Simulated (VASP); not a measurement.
Input of a VASP 6.6.1 run:

The input INCAR:

```
ALGO = Normal
EDIFF = 1E-7
ENCUT = 520
GGA = PS
ISIF = 2
ISMEAR = 0
LASPH = True
LCHARG = False
LREAL = False
LWAVE = False
NBANDS = 22
NELM = 100
PREC = Accurate
SIGMA = 0.1
```

Contents of KPOINTS:

```
k-points
0
Gamma
  10 10 10
```

File POSCAR:

```
InSb3
1.0
    0.0000000000      3.7238842498      3.7238842498
    3.7238842498      0.0000000000      3.7238842498
    3.7238842498      3.7238842498      0.0000000000
In Sb
1 3
Direct
    0.0000000000      0.0000000000      0.0000000000
    0.2500000000      0.2500000000      0.2500000000
    0.7500000000      0.7500000000      0.7500000000
    0.5000000000      0.5000000000      0.5000000000
```

Potentials or basis: VASP PAW PBE potentials, release 64 (In_d, Sb).

Launch:

```bash
$ cat potpaw_PBE.64/In_d/POTCAR potpaw_PBE.64/Sb/POTCAR > POTCAR
$ mpirun -np 1 vasp_std > vasp.out
```

Task: Estimate the pressure.

Result: 0.0 GPa.

Task: What does it give for the band gap on the k mesh?

Result: Zero (bands 14 and 15 overlap by 3.33 eV).

Caveat: the PAW data sets were made with another functional, which shifts forces and pressure a little; spin-orbit coupling is left out, which moves the levels of the heavy elements.
